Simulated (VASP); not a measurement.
# Mg2CdTe3 in VASP: further runs

The runs below take Mg2CdTe3 through single point, with PBE.

All numbers are computed with VASP 6.6.1; they aren't measurements. Logs are shortened: lines on timing, memory, paths and dates and some standing lists are left out, and cuts for length are marked.

### 1 The cell of the first run

It takes space group P3m1 (No. 156, trigonal). The conventional cell has a = 4.633 Å, b = 4.633 Å, c = 11.316 Å, α = 90.00°, β = 90.00°, γ = 120.00°. Mg (site symmetry 3m) has 4 Te at 2.82 Å within 3.7 Å. Mg (site symmetry 3m) has 4 Te at 2.82 to 2.83 Å within 3.7 Å. Cd (site symmetry 3m) has 4 Te at 2.85 to 2.86 Å within 3.8 Å. Te (site symmetry 3m) has 3 Mg at 2.82 Å and 1 Cd at 2.86 Å within 3.7 Å. Within 3.7 Å of Te (site symmetry 3m) lie 1 Mg at 2.82 Å and 3 Cd at 2.85 Å. Te (site symmetry 3m) has 4 Mg at 2.82 to 2.83 Å within 3.7 Å.

### 2 Single point, PBE

INCAR

```
PREC = Accurate
ENCUT = 520
EDIFF = 1E-7
ISMEAR = 0
SIGMA = 0.1
LREAL = F
LASPH = T
NELM = 60
ALGO = Normal
ISIF = 2
LWAVE = F
LCHARG = T
GGA = PE
LELF = T
LVHAR = T
NBANDS = 46
```

KPOINTS

```
Automatic mesh
0
Gamma
  3 3 1
```

POSCAR

```
Mg2CdTe3
1.0
    4.6332198300      0.0000000000      0.0000000000
   -2.3166099150      4.0124860741      0.0000000000
    0.0000000000      0.0000000000     22.6325776000
Mg Cd Te
4 2 6
Direct
    0.3333333333      0.6666666667      0.4996980000
    0.3333333333      0.6666666667      0.9996980000
    0.6666666667      0.3333333333      0.3346260000
    0.6666666667      0.3333333333      0.8346260000
    0.0000000000      0.0000000000      0.1660450000
    0.0000000000      0.0000000000      0.6660450000
    0.0000000000      0.0000000000      0.0395865000
    0.0000000000      0.0000000000      0.5395865000
    0.6666666667      0.3333333333      0.2100990000
    0.6666666667      0.3333333333      0.7100990000
    0.3333333333      0.6666666667      0.3749455000
    0.3333333333      0.6666666667      0.8749455000
```

Potentials or basis: VASP PAW PBE potentials, release 64 (Mg, Cd, Te).

Run with:

```bash
$ cat potpaw_PBE.64/Mg/POTCAR potpaw_PBE.64/Cd/POTCAR potpaw_PBE.64/Te/POTCAR > POTCAR
$ mpirun -np 1 vasp_std > vasp.out
```

OUTCAR:

```text
PREC = Accurate
   ENCUT = 520
   EDIFF = 1E-7
   ISMEAR = 0
   LREAL = F
   LASPH = T
   NELM = 60
   ISIF = 2
   GGA = PE

 ion  position               nearest neighbor table
   1  0.333  0.667  0.500-   8 2.82   8 2.82   8 2.82  11 2.82
   2  0.333  0.667  1.000-   7 2.82   7 2.82   7 2.82  12 2.82
   3  0.667  0.333  0.335-   9 2.82  11 2.83  11 2.83  11 2.83
   4  0.667  0.333  0.835-  10 2.82  12 2.83  12 2.83  12 2.83
   5  0.000  0.000  0.166-   9 2.85   9 2.85   9 2.85   7 2.86
   6  0.000  0.000  0.666-  10 2.85  10 2.85  10 2.85   8 2.86
   7  0.000  0.000  0.040-   2 2.82   2 2.82   2 2.82   5 2.86
   8  0.000  0.000  0.540-   1 2.82   1 2.82   1 2.82   6 2.86
   9  0.667  0.333  0.210-   3 2.82   5 2.85   5 2.85   5 2.85
  10  0.667  0.333  0.710-   4 2.82   6 2.85   6 2.85   6 2.85
  11  0.333  0.667  0.375-   1 2.82   3 2.83   3 2.83   3 2.83
  12  0.333  0.667  0.875-   2 2.82   4 2.83   4 2.83   4 2.83

  LATTYP: Found a hexagonal cell.
 ALAT       =     4.6332198300
 C/A-ratio  =     4.8848486432

  Lattice vectors:

 A1 = (   4.6332198300,   0.0000000000,   0.0000000000)
 A2 = (  -2.3166099150,   4.0124860741,   0.0000000000)
 A3 = (   0.0000000000,   0.0000000000,  22.6325776000)

Analysis of symmetry for initial positions (statically):
=====================================================================
 Subroutine PRICEL returns following result:

  LATTYP: Found a hexagonal cell.
 ALAT       =     4.6332198300
 C/A-ratio  =     2.4424243216

  Lattice vectors:

 A1 = (   4.6332198300,   0.0000000000,   0.0000000000)
 A2 = (  -2.3166099150,   4.0124860741,   0.0000000000)
 A3 = (   0.0000000000,   0.0000000000,  11.3162888000)

   2 primitive cells build up your supercell.

 Routine SETGRP: Setting up the symmetry group for a
 hexagonal supercell.

 Subroutine GETGRP returns: Found  6 space group operations
 (whereof  6 operations were pure point group operations)
 out of a pool of 24 trial point group operations.

The static configuration has the point symmetry C_3v.

Analysis of symmetry for dynamics (positions and initial velocities):
=====================================================================
 Subroutine PRICEL returns following result:

  LATTYP: Found a hexagonal cell.
 ALAT       =     4.6332198300
 C/A-ratio  =     2.4424243216

  Lattice vectors:

 A1 = (   4.6332198300,   0.0000000000,   0.0000000000)
 A2 = (  -2.3166099150,   4.0124860741,   0.0000000000)
 A3 = (   0.0000000000,   0.0000000000,  11.3162888000)

   2 primitive cells build up your supercell.

 Routine SETGRP: Setting up the symmetry group for a
 hexagonal supercell.

 Subroutine GETGRP returns: Found  6 space group operations
 (whereof  6 operations were pure point group operations)
 out of a pool of 24 trial point group operations.

The dynamic configuration has the point symmetry C_3v.

 Subroutine INISYM returns: Found  6 space group operations
 (whereof  6 operations are pure point group operations),
 and found     2 'primitive' translations

----------------------------------------------------------------------------------------

                                     Primitive cell

  volume of cell :     210.3781

  direct lattice vectors                    reciprocal lattice vectors
     4.633219830  0.000000000  0.000000000     0.215832625  0.124611024  0.000000000
    -2.316609915  4.012486074  0.000000000     0.000000000  0.249222049  0.000000000
     0.000000000  0.000000000 11.316288800     0.000000000  0.000000000  0.088368194

  length of vectors
     4.633219830  4.633219830 11.316288800     0.249222049  0.249222049  0.088368194

  position of ions in fractional coordinates (direct lattice)
     0.333333333  0.666666667  0.999396000
     0.666666667  0.333333333  0.669252000
     0.000000000  0.000000000  0.332090000
     0.000000000  0.000000000  0.079173000
     0.666666667  0.333333333  0.420198000
     0.333333333  0.666666667  0.749891000

  ion indices of the primitive-cell ions
   primitive index   ion index
                 1           1
                 2           3
                 3           6
                 4           8
                 5          10
                 6          11

----------------------------------------------------------------------------------------

 KPOINTS: Automatic mesh

Automatic generation of k-mesh.
 Grid dimensions read from file:
 generate k-points for:    3    3    1

 Generating k-lattice:

  Cartesian coordinates                     Fractional coordinates (reciprocal lattice)
     0.071944208  0.041537008  0.000000000     0.333333333 -0.000000000  0.000000000
     0.000000000  0.083074016  0.000000000     0.000000000  0.333333333  0.000000000
     0.000000000  0.000000000  0.044184097     0.000000000  0.000000000  1.000000000

  Length of vectors
     0.083074016  0.083074016  0.044184097

  Shift w.r.t. Gamma in fractional coordinates (k-lattice)
     0.000000000  0.000000000  0.000000000

 Subroutine IBZKPT returns following result:
 ===========================================

 Found      3 irreducible k-points:

 Following reciprocal coordinates:
            Coordinates               Weight
  0.000000  0.000000  0.000000      1.000000
  0.333333 -0.000000  0.000000      6.000000
  0.333333  0.333333  0.000000      2.000000
   k-points           NKPTS =      3   k-points in BZ     NKDIM =      3   number of bands    NBANDS=     46
   number of dos      NEDOS =    301   number of ions     NIONS =     12
   total plane-waves  NPLWV = 217728
   dimension x,y,z NGX =    36 NGY =   36 NGZ =  168
   dimension x,y,z NGXF=    72 NGYF=   72 NGZF=  336
   ions per type =               4   2   6
   NGX,Y,Z   is equivalent  to a cutoff of  12.92, 12.92, 12.34 a.u.
   NGXF,Y,Z  is equivalent  to a cutoff of  25.83, 25.83, 24.68 a.u.
 SYSTEM =  unknown system
   PREC   = accura    normal or accurate (medium, high low for compatibility)
   ISTART =      0    job   : 0-new  1-cont  2-samecut
   ICHARG =      2    charge: 1-file 2-atom 10-const
   ISPIN  =      1    spin polarized calculation?
   LNONCOLLINEAR =      F non collinear calculations
   LSORBIT =      F    spin-orbit coupling
   LASPH  =      T    aspherical Exc in radial PAW
   ENCUT  =  520.0 eV  38.22 Ry    6.18 a.u.   8.61  8.61 42.08*2*pi/ulx,y,z
   NELM   =     60;   NELMIN=  2; NELMDL= -5     # of ELM steps
   EDIFF  = 0.1E-06   stopping-criterion for ELM
   LREAL  =      F    real-space projection
   EDIFFG = 0.1E-05   stopping-criterion for IOM
   NSW    =      0    number of steps for IOM
   IBRION =     -1    ionic relax: 0-MD 1-quasi-New 2-CG
   NFREE  =      0    steps in history (QN), initial steepest desc. (CG)
   ISIF   =      2    stress and relaxation
   ISYM   =      2    0-nonsym 1-usesym 2-fastsym
   POTIM  = 0.5000    time-step for ionic-motion
   TEBEG  =    0.0;   TEEND  =   0.0 temperature during run
   PSTRESS=    0.0 pullay stress
   NELECT =      68.0000    total number of electrons
   NUPDOWN=      -1.0000    fix difference up-down
   EMIN   =  10.00;   EMAX   =-10.00  energy-range for DOS
   EFERMI =   0.00;   METHOD = LEGACY
   ISMEAR =     0;   SIGMA  =   0.10  broadening in eV -4-tet -1-fermi 0-gaus
   EFERMI_NEDOS =   21; number of points for ismear=-14 and -15
   IALGO  =     38    algorithm
   IMIX   =      4    mixing-type and parameters
     AMIX     =   0.40;   BMIX     =  1.00
     AMIX_MAG =   1.60;   BMIX_MAG =  1.00
  volume/ion in A,a.u.               =      35.06       236.62
  Fermi-wavevector in a.u.,A,eV,Ry     =   0.891732  1.685129 10.819160  0.795186
  Thomas-Fermi vector in A             =   2.013590
   LORBIT       =      0    0 simple, 1 ext, 2 COOP (PROOUT), +10 PAW based schemes
   GGA     = PE    functional components
   LHFCALC =     F    Hartree Fock is set to
   AEXX    =    0.0000 exact exchange contribution
   IVDW    =     0    specifies the selected vdW correction
   LEPSILON=     F    determine dielectric tensor
   LRPA    =     F    only Hartree local field effects (RPA)
 non-spin polarized calculation
 Gauss-broadening in eV      SIGMA  =   0.10
  energy-cutoff  :      520.00
  volume of cell :      420.76
 maximum number of plane-waves:     11395
 NGX is ok and might be reduce to    36

 number of electron      68.0000005 magnetization

 Free energy of the ion-electron system (eV)
  ---------------------------------------------------
  ext. energy  EPLUGINS =         0.00000000
  ---------------------------------------------------
  free energy    TOTEN  =       -34.72764318 eV

  energy without entropy =      -34.72764318  energy(sigma->0) =      -34.72764318

 E-fermi :   2.4108     XC(G=0):  -7.9353

 val. band max:        1.9315309510   @ k =   0.0000   0.0000   0.0000
 cond. band min:       3.3655300765   @ k =   0.0000   0.0000   0.0000
 fundamental gap:      1.4339991255
 Fermi energy:         2.4108226940

 k-point     1 :       0.0000    0.0000    0.0000
  band No.  band energies     occupation
      1      -8.5775      2.00000
      2      -8.5015      2.00000
      3      -8.4325      2.00000
      4      -8.2952      2.00000
      5      -8.1216      2.00000
      6      -8.0606      2.00000
[... 38 lines left out ...]
     45       7.1050      0.00000
     46       7.1059      0.00000

 k-point     2 :       0.3333   -0.0000    0.0000
  band No.  band energies     occupation
      1      -8.2915      2.00000
      2      -8.2743      2.00000
      3      -8.1269      2.00000
      4      -8.0950      2.00000
      5      -7.9085      2.00000
      6      -7.8945      2.00000
[... 38 lines left out ...]
     45       7.1149      0.00000
     46       7.2529      0.00000

 k-point     3 :       0.3333    0.3333    0.0000
  band No.  band energies     occupation
      1      -8.1626      2.00000
      2      -8.1626      2.00000
      3      -7.9468      2.00000
      4      -7.9468      2.00000
      5      -7.8114      2.00000
      6      -7.8114      2.00000
[... 38 lines left out ...]
     45       7.3994      0.00000
     46       7.5859      0.00000

------------------------ aborting loop because EDIFF is reached ----------------------------------------

  FORCE on cell =-STRESS in cart. coord.  units (eV):
  Direction    XX          YY          ZZ          XY          YZ          ZX
  --------------------------------------------------------------------------------------
  -------------------------------------------------------------------------------------
  Total        1.5030685      1.5030685     -0.6333738      0.0000000     -0.0000000      0.0000000
  in kB        5.7234633      5.7234633     -2.4117942      0.0000000     -0.0000000      0.0000000
  external PRESSURE =       3.0117108 kB  Pullay stress =       0.0000000 kB

 VOLUME and BASIS-vectors are now :
 -----------------------------------------------------------------------------
  energy-cutoff  :      520.00
  volume of cell :      420.76
      direct lattice vectors                 reciprocal lattice vectors
     4.633219830  0.000000000  0.000000000     0.215832625  0.124611024  0.000000000
    -2.316609915  4.012486074  0.000000000     0.000000000  0.249222049  0.000000000
     0.000000000  0.000000000 22.632577600     0.000000000  0.000000000  0.044184097

 POSITION                                       TOTAL-FORCE (eV/Angst)
 -----------------------------------------------------------------------------------
     -0.00000      2.67499     11.30945        -0.000000     -0.000000     -0.002804
     -0.00000      2.67499     22.62574        -0.000000     -0.000000     -0.002804
      2.31661      1.33750      7.57345        -0.000000      0.000000     -0.020162
      2.31661      1.33750     18.88974        -0.000000      0.000000     -0.020162
      0.00000      0.00000      3.75803         0.000000     -0.000000     -0.042650
      0.00000      0.00000     15.07432         0.000000     -0.000000     -0.042650
      0.00000      0.00000      0.89594        -0.000000      0.000000     -0.026211
      0.00000      0.00000     12.21223        -0.000000      0.000000     -0.026211
      2.31661      1.33750      4.75508        -0.000000     -0.000000      0.090039
      2.31661      1.33750     16.07137         0.000000     -0.000000      0.090039
     -0.00000      2.67499      8.48598         0.000000      0.000000      0.001788
     -0.00000      2.67499     19.80227         0.000000      0.000000      0.001788
 -----------------------------------------------------------------------------------
    total drift:                                0.000001     -0.000000     -0.001618

  FREE ENERGIE OF THE ION-ELECTRON SYSTEM (eV)
  ---------------------------------------------------
  free  energy   TOTEN  =       -34.7276431781 eV

  energy  without entropy=      -34.7276431781  energy(sigma->0) =      -34.72764318
```

It took 52 s on 1 thread of Intel Xeon 6975P-C (Granite Rapids), shared host; peak memory 0.52 GiB.

What came out:

* Free energy: -34.7276 eV
* Pressure: 0.3 GPa
* Largest force: 0.090 eV/Å
* Band gap on the k mesh: 1.43 eV

Forces in eV/Å, atoms in the order of the input:
```
Mg   0.000  0.000 -0.003
Mg   0.000  0.000 -0.003
Mg   0.000  0.000 -0.020
Mg   0.000  0.000 -0.020
Cd   0.000  0.000 -0.043
Cd   0.000  0.000 -0.043
Te   0.000  0.000 -0.026
Te   0.000  0.000 -0.026
Te   0.000  0.000  0.090
Te   0.000  0.000  0.090
Te   0.000  0.000  0.002
Te   0.000  0.000  0.002
```

Caveat: the k points lie up to 0.52 Å⁻¹ apart; spin-orbit coupling is left out, which moves the levels of the heavy elements.

### 3 Single point, PBE

This run uses another cell than the first one: it holds 6 atoms, not 12.

INCAR

```
SYSTEM = Mg2CdTe3
PREC     = Accurate       ! precision mode
ENCUT    = 520            ! plane-wave cutoff, eV
EDIFF    = 1E-6           ! SCF threshold, eV
ISMEAR   = 0              ! smearing method
SIGMA    = 0.1            ! smearing width, eV
LREAL    = .False.        ! projectors in reciprocal space
LASPH    = .True.         ! aspherical terms in the spheres
NELM     = 60             ! most SCF steps
ALGO     = Normal         ! electronic algorithm
ISIF     = 2              ! what is computed and relaxed
LWAVE    = .False.        ! write WAVECAR
LCHARG   = .False.        ! write CHGCAR
GGA      = PE             ! functional
NBANDS   = 26             ! bands
```

KPOINTS

```
regular mesh
0
Gamma
  6 6 2
  0 0 0
```

POSCAR

```
Mg2CdTe3
1.0
    4.6332198000      0.0000000000      0.0000000000
   -2.3166099000      4.0124861000      0.0000000000
    0.0000000000      0.0000000000     11.3162888000
Mg Cd Te
2 1 3
Direct
    0.3333333000      0.6666667000      0.9993960000
    0.6666667000      0.3333333000      0.6692520000
    0.0000000000      0.0000000000      0.3320900000
    0.0000000000      0.0000000000      0.0791730000
    0.6666667000      0.3333333000      0.4201980000
    0.3333333000      0.6666667000      0.7498910000
```

Potentials or basis: VASP PAW PBE potentials, release 64 (Mg, Cd, Te).

Run with:

```bash
$ cat potpaw_PBE.64/Mg/POTCAR potpaw_PBE.64/Cd/POTCAR potpaw_PBE.64/Te/POTCAR > POTCAR
$ mpirun -np 1 vasp_std > vasp.out
```

Run time: 36 s. Hardware: 1 thread of Intel Xeon 6975P-C (Granite Rapids), shared host; peak memory 0.36 GiB.

It converged, with:

| Item | Value |
| --- | --- |
| Free energy | -17.6039 eV |
| Pressure | 0.0 GPa |
| Largest force | 0.018 eV/Å |
| Band gap on the k mesh | 1.46 eV, direct |

Forces on the atoms (eV/Å):
```
Mg   0.000  0.000 -0.001
Mg   0.000  0.000 -0.002
Cd   0.000  0.000  0.000
Te   0.000  0.000 -0.018
Te   0.000  0.000  0.018
Te   0.000  0.000  0.002
```

Levels at points of the mesh, in eV from the valence-band top:
| k point | band 15 | band 16 | band 17 | band 18 | band 19 | band 20 |
| --- | --- | --- | --- | --- | --- | --- |
| (0.00, 0.00, 0.00) | -0.13 | 0.00 | 0.00 | 1.46 | 2.61 | 2.88 |
| (0.50, 0.00, 0.00) | -1.25 | -0.96 | -0.79 | 2.66 | 2.85 | 3.37 |
| (0.00, 0.00, 0.50) | -0.47 | -0.03 | -0.03 | 2.04 | 2.78 | 2.82 |
| (0.50, 0.00, 0.50) | -1.25 | -0.63 | -0.62 | 2.42 | 3.01 | 3.20 |

Caveat: spin-orbit coupling is left out, which moves the levels of the heavy elements.

### 4 Single point, PBE

This run uses another cell than the first one, of 35.31 Å³/atom, 1.007 times its volume.

INCAR

```
SYSTEM = Mg2CdTe3
PREC = Accurate ; ENCUT = 520
EDIFF = 1E-6 ; ISMEAR = 0
SIGMA = 0.1 ; LREAL = .FALSE.
LASPH = .TRUE. ; NELM = 80
ALGO = Normal ; ISIF = 2
LWAVE = .FALSE. ; LCHARG = .TRUE.
GGA = PE ; LELF = .TRUE.
LVHAR = .TRUE. ; NBANDS = 46
```

KPOINTS

```
regular mesh
0
G
  3 3 1
  0 0 0
```

POSCAR

```
Mg2CdTe3
1.0
    4.6746376991     -0.0000541808     -0.0001834189
   -2.3373689070      4.0478568428     -0.0000276860
   -0.0015781608     -0.0039160754     22.3919899904
Mg Cd Te
4 2 6
Direct
    0.3329622525      0.6653851398      0.5001433969
    0.3317643871      0.6664727795      1.0000696739
    0.6666398423      0.3345502976      0.3353658989
    0.6664493966      0.3328624213      0.8353544224
    0.0019379139      0.0013692048      0.1663185048
    0.0002314932     -0.0007012244      0.6663771473
   -0.0013528458     -0.0001007980      0.0386410105
   -0.0003206752     -0.0012197803      0.5387155256
    0.6682748493      0.3345685543      0.2101137713
    0.6668584985      0.3326822405      0.7101660988
    0.3333955202      0.6679006950      0.3744062675
    0.3331593674      0.6662304700      0.8743282822
```

Run with:

```bash
$ cat potpaw_PBE.64/Mg/POTCAR potpaw_PBE.64/Cd/POTCAR potpaw_PBE.64/Te/POTCAR > POTCAR
$ mpirun -np 1 vasp_std > vasp.out
```

Run time: 71 s. Hardware: 1 thread of Intel Xeon 6975P-C (Granite Rapids), shared host; peak memory 0.52 GiB.

Results (log left out):

```yaml
Free_energy: -34.7445 eV
Pressure: 0.0 GPa
Largest_force: 0.013 eV/Å
Band_gap_on_the_k_mesh: 1.42 eV
```

Forces in eV/Å, atoms in the order of the input:
```
Mg  -0.001  0.003 -0.002
Mg   0.003  0.001 -0.003
Mg   0.002  0.001  0.000
Mg   0.001  0.000  0.003
Cd  -0.004 -0.002  0.002
Cd  -0.001  0.001  0.002
Te   0.001  0.000 -0.011
Te   0.000  0.000 -0.013
Te   0.000  0.001  0.012
Te   0.000 -0.001  0.007
Te   0.001 -0.003  0.000
Te  -0.002  0.000  0.004
```

Levels at points of the mesh, in eV from the valence-band top:
| k point | band 31 | band 32 | band 33 | band 34 | band 35 | band 36 | band 37 | band 38 |
| --- | --- | --- | --- | --- | --- | --- | --- | --- |
| (0.00, 0.00, 0.00) | -0.04 | -0.04 | 0.00 | 0.00 | 1.42 | 1.98 | 2.52 | 2.69 |

Caveat: the k points lie up to 0.52 Å⁻¹ apart; spin-orbit coupling is left out, which moves the levels of the heavy elements. As with any semilocal functional, this PBE gap is likely too small.

(Part 1 of 2 ends here.)
